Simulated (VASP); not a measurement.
# Cu5SnO2 (P-3m1) in VASP: single point with PBE

Aim: the single point of Cu5SnO2 with PBE.

Program: VASP 6.6.1. These are calculated values, not measurements. Logs are shortened: lines on timing, memory, paths and dates and some standing lists are left out, and cuts for length are marked.

**1. The cell of the first run**

It takes space group P-3m1 (No. 164, trigonal). The conventional cell has a = 3.158 Å, b = 3.158 Å, c = 13.447 Å, α = 90.00°, β = 90.00°, γ = 120.00°. Cu (site symmetry 3m) has 1 O at 2.21 Å and 3 Cu at 2.48 Å within 2.9 Å. Within 3.3 Å of Cu (site symmetry 3m) lie 12 Cu at 2.48 to 3.16 Å. Cu (site symmetry -3m) has 12 Cu at 2.50 to 3.16 Å within 3.3 Å. Within 2.8 Å of Sn (site symmetry -3m) lie 6 O at 2.15 Å. O (site symmetry 3m) has 3 Sn at 2.15 Å and 1 Cu at 2.21 Å and 3 O at 2.90 Å within 3.0 Å.

**2. Single point, PBE (14.52 Å³/atom)**

Input file INCAR:

```
SYSTEM = Cu5SnO2
ALGO     = Normal         ! electronic algorithm
EDIFF    = 1E-6           ! SCF threshold, eV
ENCUT    = 520            ! plane-wave cutoff, eV
GGA      = PE             ! functional
ISIF     = 2              ! what is computed and relaxed
ISMEAR   = 0              ! smearing method
LASPH    = .True.         ! aspherical terms in the spheres
LCHARG   = .True.         ! write CHGCAR
LELF     = .True.         ! ELF
LREAL    = .False.        ! projectors in reciprocal space
LVHAR    = .True.       
LWAVE    = .False.        ! write WAVECAR
NBANDS   = 50             ! bands
NELM     = 80             ! most SCF steps
PREC     = Accurate       ! precision mode
SIGMA    = 0.1            ! smearing width, eV
```

Input file KPOINTS:

```
k-points
0
Gamma
  12 12 4
  0 0 0
```

Input file POSCAR:

```
Cu5SnO2
1.0
    3.1581138530      0.0000000000      0.0000000000
   -1.5790569265      2.7350068247      0.0000000000
    0.0000000000      0.0000000000     13.4472878063
Cu Sn O
5 1 2
Direct
    0.6666666667      0.3333333333      0.7513986265
    0.3333333333      0.6666666667      0.2486013735
    0.6666666667      0.3333333333      0.3733239461
    0.0000000000      0.0000000000      0.5000000000
    0.3333333333      0.6666666667      0.6266760539
    0.0000000000      0.0000000000      0.0000000000
    0.6666666667      0.3333333333      0.9159210959
    0.3333333333      0.6666666667      0.0840789041
```

Potentials or basis: VASP PAW PBE potentials, release 64 (Cu, Sn_d, O).

Launch:

```
$ cat potpaw_PBE.64/Cu/POTCAR potpaw_PBE.64/Sn_d/POTCAR potpaw_PBE.64/O/POTCAR > POTCAR
$ mpirun -np 1 vasp_std > vasp.out
```

OUTCAR:

```text
SYSTEM = Cu5SnO2
   EDIFF = 1E-6
   ENCUT = 520
   GGA = PE
   ISIF = 2
   ISMEAR = 0
   LASPH = .True.
   LREAL = .False.
   NELM = 80
   PREC = Accurate

 ion  position               nearest neighbor table
   1  0.667  0.333  0.751-   7 2.21   5 2.48   5 2.48   5 2.48
   2  0.333  0.667  0.249-   8 2.21   3 2.48   3 2.48   3 2.48
   3  0.667  0.333  0.373-   2 2.48   2 2.48   2 2.48   4 2.50   4 2.50   4 2.50
   4  0.000  0.000  0.500-   3 2.50   5 2.50   5 2.50   3 2.50   3 2.50   5 2.50
   5  0.333  0.667  0.627-   1 2.48   1 2.48   1 2.48   4 2.50   4 2.50   4 2.50
   6  0.000  0.000  0.000-   7 2.15   8 2.15   8 2.15   7 2.15   7 2.15   8 2.15
   7  0.667  0.333  0.916-   6 2.15   6 2.15   6 2.15   1 2.21
   8  0.333  0.667  0.084-   6 2.15   6 2.15   6 2.15   2 2.21

  LATTYP: Found a hexagonal cell.
 ALAT       =     3.1581138530
 C/A-ratio  =     4.2580123555

  Lattice vectors:

 A1 = (   3.1581138530,   0.0000000000,   0.0000000000)
 A2 = (  -1.5790569265,   2.7350068247,   0.0000000000)
 A3 = (   0.0000000000,   0.0000000000,  13.4472878063)

Analysis of symmetry for initial positions (statically):
=====================================================================
 Subroutine PRICEL returns:
 Original cell was already a primitive cell.

 Routine SETGRP: Setting up the symmetry group for a
 hexagonal supercell.

 Subroutine GETGRP returns: Found 12 space group operations
 (whereof 12 operations were pure point group operations)
 out of a pool of 24 trial point group operations.

The static configuration has the point symmetry D_3d.

Analysis of symmetry for dynamics (positions and initial velocities):
=====================================================================
 Subroutine PRICEL returns:
 Original cell was already a primitive cell.

 Routine SETGRP: Setting up the symmetry group for a
 hexagonal supercell.

 Subroutine GETGRP returns: Found 12 space group operations
 (whereof 12 operations were pure point group operations)
 out of a pool of 24 trial point group operations.

The dynamic configuration has the point symmetry D_3d.

 Subroutine INISYM returns: Found 12 space group operations
 (whereof 12 operations are pure point group operations),
 and found     1 'primitive' translations

----------------------------------------------------------------------------------------

                                     Primitive cell

  volume of cell :     116.1505

  direct lattice vectors                    reciprocal lattice vectors
     3.158113853  0.000000000  0.000000000     0.316644696  0.182814900  0.000000000
    -1.579056927  2.735006825  0.000000000     0.000000000  0.365629801  0.000000000
     0.000000000  0.000000000 13.447287806     0.000000000  0.000000000  0.074364438

  length of vectors
     3.158113853  3.158113853 13.447287806     0.365629801  0.365629801  0.074364438

  position of ions in fractional coordinates (direct lattice)
     0.666666667  0.333333333  0.751398626
     0.333333333  0.666666667  0.248601374
     0.666666667  0.333333333  0.373323946
     0.000000000  0.000000000  0.500000000
     0.333333333  0.666666667  0.626676054
     0.000000000  0.000000000  0.000000000
     0.666666667  0.333333333  0.915921096
     0.333333333  0.666666667  0.084078904

  ion indices of the primitive-cell ions
   primitive index   ion index
                 1           1
                 2           2
                 3           3
                 4           4
                 5           5
                 6           6
                 7           7
                 8           8

----------------------------------------------------------------------------------------

 KPOINTS: k-points

Automatic generation of k-mesh.
 Grid dimensions read from file:
 generate k-points for:   12   12    4

 Generating k-lattice:

  Cartesian coordinates                     Fractional coordinates (reciprocal lattice)
     0.026387058  0.015234575  0.000000000     0.083333333  0.000000000  0.000000000
     0.000000000  0.030469150  0.000000000     0.000000000  0.083333333  0.000000000
     0.000000000  0.000000000  0.018591109     0.000000000  0.000000000  0.250000000

  Length of vectors
     0.030469150  0.030469150  0.018591109

  Shift w.r.t. Gamma in fractional coordinates (k-lattice)
     0.000000000  0.000000000  0.000000000

 Subroutine IBZKPT returns following result:
 ===========================================

 Found     69 irreducible k-points:

 Following reciprocal coordinates:
            Coordinates               Weight
  0.000000  0.000000  0.000000      1.000000
  0.083333  0.000000  0.000000      6.000000
  0.166667  0.000000  0.000000      6.000000
  0.250000  0.000000  0.000000      6.000000
  0.333333  0.000000  0.000000      6.000000
  0.416667  0.000000  0.000000      6.000000
[... 16 lines left out ...]
  0.166667  0.000000  0.250000      6.000000
  0.000000  0.166667  0.250000      6.000000
 [... further k-points ...]
   k-points           NKPTS =     69   k-points in BZ     NKDIM =     69   number of bands    NBANDS=     50
   number of dos      NEDOS =    301   number of ions     NIONS =      8
   total plane-waves  NPLWV =  57600
   dimension x,y,z NGX =    24 NGY =   24 NGZ =  100
   dimension x,y,z NGXF=    48 NGYF=   48 NGZF=  200
   ions per type =               5   1   2
   NGX,Y,Z   is equivalent  to a cutoff of  12.63, 12.63, 12.36 a.u.
   NGXF,Y,Z  is equivalent  to a cutoff of  25.27, 25.27, 24.73 a.u.
 SYSTEM =  Cu5SnO2
   PREC   = accura    normal or accurate (medium, high low for compatibility)
   ISTART =      0    job   : 0-new  1-cont  2-samecut
   ICHARG =      2    charge: 1-file 2-atom 10-const
   ISPIN  =      1    spin polarized calculation?
   LNONCOLLINEAR =      F non collinear calculations
   LSORBIT =      F    spin-orbit coupling
   LASPH  =      T    aspherical Exc in radial PAW
   ENCUT  =  520.0 eV  38.22 Ry    6.18 a.u.   5.87  5.87 25.00*2*pi/ulx,y,z
   NELM   =     80;   NELMIN=  2; NELMDL= -5     # of ELM steps
   EDIFF  = 0.1E-05   stopping-criterion for ELM
   LREAL  =      F    real-space projection
   EDIFFG = 0.1E-04   stopping-criterion for IOM
   NSW    =      0    number of steps for IOM
   IBRION =     -1    ionic relax: 0-MD 1-quasi-New 2-CG
   NFREE  =      0    steps in history (QN), initial steepest desc. (CG)
   ISIF   =      2    stress and relaxation
   ISYM   =      2    0-nonsym 1-usesym 2-fastsym
   POTIM  = 0.5000    time-step for ionic-motion
   TEBEG  =    0.0;   TEEND  =   0.0 temperature during run
   PSTRESS=    0.0 pullay stress
   NELECT =      81.0000    total number of electrons
   NUPDOWN=      -1.0000    fix difference up-down
   EMIN   =  10.00;   EMAX   =-10.00  energy-range for DOS
   EFERMI =   0.00;   METHOD = LEGACY
   ISMEAR =     0;   SIGMA  =   0.10  broadening in eV -4-tet -1-fermi 0-gaus
   EFERMI_NEDOS =   21; number of points for ismear=-14 and -15
   IALGO  =     38    algorithm
   IMIX   =      4    mixing-type and parameters
     AMIX     =   0.40;   BMIX     =  1.00
     AMIX_MAG =   1.60;   BMIX_MAG =  1.00
  volume/ion in A,a.u.               =      14.52        97.98
  Fermi-wavevector in a.u.,A,eV,Ry     =   1.451765  2.743437 28.675918  2.107620
  Thomas-Fermi vector in A             =   2.569224
   LORBIT       =      0    0 simple, 1 ext, 2 COOP (PROOUT), +10 PAW based schemes
   GGA     = PE    functional components
   LHFCALC =     F    Hartree Fock is set to
   AEXX    =    0.0000 exact exchange contribution
   IVDW    =     0    specifies the selected vdW correction
   LEPSILON=     F    determine dielectric tensor
   LRPA    =     F    only Hartree local field effects (RPA)
 non-spin polarized calculation
 Gauss-broadening in eV      SIGMA  =   0.10
  energy-cutoff  :      520.00
  volume of cell :      116.15
 maximum number of plane-waves:      3152
   NGX = 11   NGY = 11   NGZ = 51

 number of electron      80.9999981 magnetization

 Free energy of the ion-electron system (eV)
  ---------------------------------------------------
  ext. energy  EPLUGINS =         0.00000000
  ---------------------------------------------------
  free energy    TOTEN  =       -34.02980045 eV

  energy without entropy =      -34.02390051  energy(sigma->0) =      -34.02685048

 E-fermi :   6.0443     XC(G=0): -11.0326

 val. band max:        6.0170825426   @ k =   0.4167   0.1667   0.5000
 cond. band min:       6.0516405209   @ k =   0.1667   0.0833   0.2500
 fundamental gap:      0.0345579783
 Fermi energy:         6.0443299658

 k-point     1 :       0.0000    0.0000    0.0000
  band No.  band energies     occupation
      1     -17.6143      2.00000
      2     -17.5376      2.00000
      3     -17.5376      2.00000
      4     -17.2998      2.00000
      5     -17.2998      2.00000
      6     -15.9022      2.00000
[... 42 lines left out ...]
     49      16.5300      0.00000
     50      18.7213      0.00000

 k-point     2 :       0.0833    0.0000    0.0000
  band No.  band energies     occupation
      1     -17.6049      2.00000
      2     -17.5712      2.00000
      3     -17.5187      2.00000
      4     -17.3320      2.00000
      5     -17.3026      2.00000
      6     -15.8493      2.00000
[... 42 lines left out ...]
     49      16.5034      0.00000
     50      16.8562      0.00000

 k-point     3 :       0.1667    0.0000    0.0000
  band No.  band energies     occupation
      1     -17.7523      2.00000
      2     -17.5113      2.00000
      3     -17.4685      2.00000
      4     -17.3810      2.00000
      5     -17.3088      2.00000
      6     -15.6864      2.00000
[... 1102 lines left out ...]
     49      14.1980      0.00000
     50      15.2565      0.00000

 k-point    24 :       0.0000    0.1667    0.2500
  band No.  band energies     occupation
      1     -17.7523      2.00000
      2     -17.5113      2.00000
      3     -17.4685      2.00000
      4     -17.3810      2.00000
      5     -17.3088      2.00000
      6     -15.6865      2.00000
[... 42 lines left out ...]
     49      14.1950      0.00000
     50      15.2820      0.00000

 [... further k-points ...]

------------------------ aborting loop because EDIFF is reached ----------------------------------------

  FORCE on cell =-STRESS in cart. coord.  units (eV):
  Direction    XX          YY          ZZ          XY          YZ          ZX
  --------------------------------------------------------------------------------------
  -------------------------------------------------------------------------------------
  Total       -1.4163608     -1.4163608     -1.5070594      0.0000000      0.0000000      0.0000000
  in kB      -19.5372570    -19.5372570    -20.7883519      0.0000000      0.0000000      0.0000000
  external PRESSURE =     -19.9542886 kB  Pullay stress =       0.0000000 kB

 VOLUME and BASIS-vectors are now :
 -----------------------------------------------------------------------------
  energy-cutoff  :      520.00
  volume of cell :      116.15
      direct lattice vectors                 reciprocal lattice vectors
     3.158113853  0.000000000  0.000000000     0.316644696  0.182814900  0.000000000
    -1.579056927  2.735006825  0.000000000     0.000000000  0.365629801  0.000000000
     0.000000000  0.000000000 13.447287806     0.000000000  0.000000000  0.074364438

 POSITION                                       TOTAL-FORCE (eV/Angst)
 -----------------------------------------------------------------------------------
      1.57906      0.91167     10.10427        -0.000000      0.000000      0.015314
     -0.00000      1.82334      3.34301         0.000000     -0.000000     -0.015314
      1.57906      0.91167      5.02019         0.000000     -0.000000     -0.002292
      0.00000      0.00000      6.72364         0.000000      0.000000      0.000000
     -0.00000      1.82334      8.42709        -0.000000      0.000000      0.002292
      0.00000      0.00000      0.00000         0.000000      0.000000      0.000000
      1.57906      0.91167     12.31665        -0.000000     -0.000000     -0.067439
     -0.00000      1.82334      1.13063        -0.000000      0.000000      0.067439
 -----------------------------------------------------------------------------------
    total drift:                                0.000000      0.000000      0.000000

  FREE ENERGIE OF THE ION-ELECTRON SYSTEM (eV)
  ---------------------------------------------------
  free  energy   TOTEN  =       -34.0298004524 eV

  energy  without entropy=      -34.0239005122  energy(sigma->0) =      -34.02685048
```

It took 5.9 min on 1 thread of Intel Xeon Platinum 8488C (Sapphire Rapids), shared host; peak memory 0.46 GiB.

Results:

| Item | Value |
| --- | --- |
| Free energy | -34.0298 eV |
| Pressure | -2.0 GPa |
| Largest force | 0.067 eV/Å |
| Band gap on the k mesh | zero (an odd number of electrons rules out a gap without spin polarisation) |

Forces on the atoms (eV/Å):
```
Cu   0.000  0.000  0.015
Cu   0.000  0.000 -0.015
Cu   0.000  0.000 -0.002
Cu   0.000  0.000  0.000
Cu   0.000  0.000  0.002
Sn   0.000  0.000  0.000
O    0.000  0.000 -0.067
O    0.000  0.000  0.067
```

Levels at points of the mesh, in eV from the Fermi level:
| k point | band 38 | band 39 | band 40 | band 41 | band 42 | band 43 | band 44 | band 45 |
| --- | --- | --- | --- | --- | --- | --- | --- | --- |
| (0.00, 0.00, 0.00) | -1.39 | -1.39 | -1.02 | -1.02 | -0.84 | 0.38 | 1.61 | 4.03 |
| (0.50, 0.00, 0.00) | -1.02 | -0.64 | -0.41 | 0.06 | 0.30 | 1.24 | 1.53 | 2.44 |
| (0.00, 0.00, 0.50) | -1.39 | -1.39 | -1.19 | -1.02 | -1.02 | 0.93 | 1.35 | 3.95 |
| (0.50, 0.00, 0.50) | -1.03 | -0.67 | -0.37 | -0.10 | 0.62 | 0.89 | 1.77 | 2.13 |

Caveat: spin-orbit coupling is left out, which moves the levels of the heavy elements; an odd number of electrons without spin polarisation forces a metal; a magnetic or distorted state may lie lower.

The gap in the log of VASP goes by the Fermi energy; the results here count the filled bands.